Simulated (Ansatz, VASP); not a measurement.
**One calculation of SiNi, two programs**

```
Si Ni
1.0
     5.10397    0.00000    0.00000
     0.00000    3.34760    0.00000
     0.00000    0.00000    5.53324
Si Ni
4 4
Direct
  0.32122 0.75000 0.08577
  0.17878 0.25000 0.58577
  0.82122 0.75000 0.41423
  0.67878 0.25000 0.91423
  0.00921 0.25000 0.18744
  0.49079 0.75000 0.68744
  0.50921 0.25000 0.31256
  0.99079 0.75000 0.81256
```

Alike in both runs: functional PBEsol; k mesh 8 × 10 × 6; occupations fermi-dirac, width 0.15 eV; no spin polarisation.

Ansatz relaxed the structure, and its values are those at the end. VASP's run is a single point on that final structure, the one shown.

|  | VASP | Ansatz |
| --- | --- | --- |
| version | VASP 6.6.1 | Ansatz 0.2.0 |
| potentials or method | VASP PAW PBE potentials, release 64 (Si, Ni), cutoff 520 eV | scalar-relativistic, plane waves, PAW |
| valence electrons in the cell | 56 | 88 |

```tsv
	VASP	Ansatz	Ansatz less VASP
gap on the k mesh at the Fermi level (eV)	none	none	-
pressure (GPa)	0.2	0.0	-0.19
rms of the force components (eV/Å)	0.006	0.000	-0.0054
```

VASP's potentials were made for PBE, not for PBEsol. A gap of «none» marks a metal or a gap that the smearing closes. VASP's potentials hold 56 valence electrons a cell and Ansatz's 88, so a difference there can come from the potentials and not from the codes.
